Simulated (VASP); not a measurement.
## PbO2: relaxation of cell and atoms with revPBE+D4

PbO2:

```
CELL_PARAMETERS angstrom
0.00000 2.70199 2.70199
2.70199 0.00000 2.70199
2.70199 2.70199 0.00000
ATOMIC_POSITIONS crystal
Pb 0.00000 0.00000 0.00000
O 0.75000 0.75000 0.75000
O 0.25000 0.25000 0.25000
```

```yaml
Program: VASP 6.6.1
Task: relaxation of cell and atoms
Functional: revPBE
Dispersion: D4
Potentials_or_basis: VASP PAW PBE potentials, release 64 (Pb_d, O)
Cutoff: 600 eV
k_mesh: 9 × 9 × 9
Occupations: fermi-dirac, width 0.05 eV
Spin: no spin polarisation
Dipole_correction: no
Further_INCAR_settings: ALGO = Normal; EDIFF = 1e-06; IBRION = 2; EDIFFG = -0.01; NSW = 60; ISIF = 3
```

```yaml
Relaxed_volume: 12.93 Å³/atom
Relaxed_cell: a = 3.800 Å, b = 3.800 Å, c = 3.800 Å, α = 60.00°, β = 60.00°, γ = 60.00°
Space_group_after_relaxing_to_0.1_Å: Fm-3m (No. 225)
Energy_gained_by_relaxing: 1.5 meV/atom
Ionic_steps: 3
Pressure_after_relaxing: 0.0 GPa
Band_gap_on_the_k_mesh: zero (bands 13 and 14 overlap by 1.18 eV)
Dispersion_energy_per_atom: -0.484 eV
```

The path:
| step | energy change (eV) | largest force (eV/Å) | pressure (GPa) | volume (Å³) |
| --- | --- | --- | --- | --- |
| 1 | 0.0000 | 0.0000 | -2.15 | 39.45 |
| 2 | -0.0032 | 0.0000 | 1.25 | 38.45 |
| 3 | -0.0045 | 0.0000 | 0.00 | 38.80 |

Final structure:
```yaml
crystal:
  lattice:
    - [0.00000, 2.68695, 2.68695]
    - [2.68695, 0.00000, 2.68695]
    - [2.68695, 2.68695, 0.00000]
  atoms:
    - { symbol: Pb, position: [0.00000, 0.00000, 0.00000] }
    - { symbol: O, position: [0.75000, 0.75000, 0.75000] }
    - { symbol: O, position: [0.25000, 0.25000, 0.25000] }
```

Levels at points of the mesh, in eV from the Fermi level:
```csv
k point,band 11,band 12,band 13,band 14,band 15,band 16
"(0.00, 0.00, 0.00)",-1.99,-1.22,-1.22,-1.22,7.13,7.13
```

Run time: 58 s on 1 thread of Intel(R) Xeon(R) Platinum 8488C (Sapphire Rapids), on a shared host, peak memory 0.19 GiB.

Caveat: the PAW data sets were made with another functional, which shifts forces and pressure a little; spin-orbit coupling is left out, which moves the levels of the heavy elements.
